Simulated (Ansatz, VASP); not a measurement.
One calculation of GaN, two programs

```xyz
8
Lattice="-2.2742 -2.2742 0.0000 2.2742 -2.2742 0.0000 0.0000 0.0000 9.3470" Properties=species:S:1:pos:R:3 pbc="T T T"
Ga    0.0000   -2.2742    1.7057
Ga    0.0000    0.0000    3.9799
Ga    0.0000   -2.2742    6.2542
Ga    0.0000    0.0000    8.5284
N    -1.1371   -1.1371    2.8428
N     1.1371   -1.1371    5.1170
N    -1.1371   -1.1371    7.3913
N     1.1371   -1.1371    0.5686
```

Alike in both runs: task single point; functional PBE; k mesh 8 × 8 × 3; occupations gaussian, width 0.05 eV; no spin polarisation.

```csv
,VASP,Ansatz
version,VASP 6.6.1,Ansatz 0.2.0
potentials or method,"VASP PAW PBE potentials, release 64 (Ga_d, N), cutoff 520 eV","scalar-relativistic, plane waves, PAW"
valence electrons in the cell,72,72
```

|  | VASP | Ansatz | Ansatz less VASP |
| --- | --- | --- | --- |
| gap on the k mesh at the Fermi level (eV) | 1.03 | 1.03 | 0.000 |
| least direct gap on the mesh (eV) | 1.03 | 1.03 | 0.000 |
| pressure (GPa) | -3.5 | -3.6 | -0.12 |
| traceless stress, the component that is largest in VASP (GPa) | -3.13 | -3.13 | -0.004 |
| rms of the force components (eV/Å) | 0.636 | 0.638 | +0.0011 |

Atom by atom the forces differ by 0.003 eV/Å (rms over components). With one functional, cell and mesh, what is left measures potentials, basis and numerics.
